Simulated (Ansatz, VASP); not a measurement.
# One calculation of B4N3, two programs

```
B N
1.0
     3.65249    0.00000    0.00000
    -1.82624    3.16315    0.00000
     0.00000    0.00000    5.31393
B N
4 3
Direct
  0.00000 0.00000 0.50000
  0.50000 0.00000 0.50000
  0.00000 0.50000 0.50000
  0.50000 0.50000 0.50000
  0.33333 0.66667 0.00000
  0.66667 0.33333 0.00000
  0.00000 0.00000 0.00000
```

Alike in both runs: task relaxation of cell and atoms; functional PBE; k mesh 5 × 5 × 3; occupations gaussian, width 0.2 eV; no spin polarisation.

|  | VASP | Ansatz |
| --- | --- | --- |
| version | VASP 6.6.1 | Ansatz 0.2.0 |
| potentials or method | VASP PAW PBE potentials, release 64 (B, N), cutoff 600 eV | scalar-relativistic, plane waves, PAW |
| valence electrons in the cell | 27 | 27 |

```csv
,VASP,Ansatz,Ansatz less VASP
"gap on the k mesh at the Fermi level, each at its own relaxed structure (eV)",none,none,-
relaxed volume (Å³/atom),8.90,6.87,-2.029
relaxed length of the cell vector where the two differ most in proportion (Å),6.188,4.455,-1.7327
```

A gap of «none» marks a metal or a gap that the smearing closes. One of these differences is far larger than is usual between the two programs; its cause wasn't traced.

The k mesh is coarse, so the values compare programs but aren't converged.
